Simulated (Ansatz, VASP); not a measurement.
**Ta2N: VASP beside Ansatz**

INCAR

```
SYSTEM = Ta2N
PREC = Accurate
ENCUT = 700
EDIFF = 1E-6
ISMEAR = 0
SIGMA = 0.1
LREAL = .FALSE.
LASPH = .TRUE.
NELM = 120
ALGO = Normal
ISIF = 2
LWAVE = .FALSE.
LCHARG = .FALSE.
GGA = PS
NBANDS = 56
GGA_COMPAT = .FALSE.
```

Contents of KPOINTS:

```
Automatic mesh
0
G
  1 1 1
  0 0 0
```

Contents of POSCAR:

```
Ta2N
1.0
    5.2965720514      0.0000000000      0.0000000000
   -2.6482860257      4.5869659495      0.0000000000
    0.0000000000      0.0000000000      4.9391825701
Ta N
6 3
Direct
    0.6663616700      0.6663616700      0.7536182600
    0.0000000000      0.3336383300      0.7536182600
    0.3336383300      0.0000000000      0.7536182600
    0.3336383300      0.3336383300      0.2463817400
    0.0000000000      0.6663616700      0.2463817400
    0.6663616700      0.0000000000      0.2463817400
    0.6666666667      0.3333333333      0.5000000000
    0.3333333333      0.6666666667      0.5000000000
    0.0000000000      0.0000000000      0.0000000000
```

Input for Ansatz:

```yaml
crystal:
  lattice:
    - [5.2965720514, 0.0, 0.0]
    - [-2.6482860257, 4.5869659495, 0.0]
    - [0.0, 0.0, 4.9391825701]
  atoms:
    - { symbol: Ta, position: [0.66636167, 0.66636167, 0.75361826] }
    - { symbol: Ta, position: [0.0, 0.33363833, 0.75361826] }
    - { symbol: Ta, position: [0.33363833, 0.0, 0.75361826] }
    - { symbol: Ta, position: [0.33363833, 0.33363833, 0.24638174] }
    - { symbol: Ta, position: [0.0, 0.66636167, 0.24638174] }
    - { symbol: Ta, position: [0.66636167, 0.0, 0.24638174] }
    - { symbol: "N", position: [0.6666666667, 0.3333333333, 0.5] }
    - { symbol: "N", position: [0.3333333333, 0.6666666667, 0.5] }
    - { symbol: "N", position: [0.0, 0.0, 0.0] }
basis:
  ecutwfc: 420
kpoints:
  mp_grid: { grid: [1, 1, 1] }
hamiltonian:
  xc: pbesol
scf:
  occupations: { method: gaussian, width: 0.1 }
output:
  forces: true
  stress: true
  eigenvalues: true
```

Alike in both runs: task single point; functional PBEsol; k mesh 1 × 1 × 1; occupations gaussian, width 0.1 eV; no spin polarisation.

|  | VASP | Ansatz |
| --- | --- | --- |
| version | VASP 6.6.1 | Ansatz 0.2.0 |
| potentials or method | VASP PAW PBE potentials, release 64 (Ta_sv_GW, N), cutoff 700 eV | scalar-relativistic, plane waves, PAW |
| valence electrons in the cell | 93 | 93 |

VASP gave:

- pressure (GPa): 6.8
- traceless stress, the component that is largest in VASP (GPa): -2.35
- rms of the force components (eV/Å): 0.356

Problem. What did Ansatz give for the same quantities?

Solution. Pressure (GPa): 6.8; traceless stress, the component that is largest in VASP (GPa): -2.27; rms of the force components (eV/Å): 0.351.

VASP's potentials were made for PBE, not for PBEsol. Atom by atom the forces differ by 0.006 eV/Å (rms over components).

The k mesh is coarse, so the values compare programs but aren't converged. Neither program's run includes spin-orbit coupling.
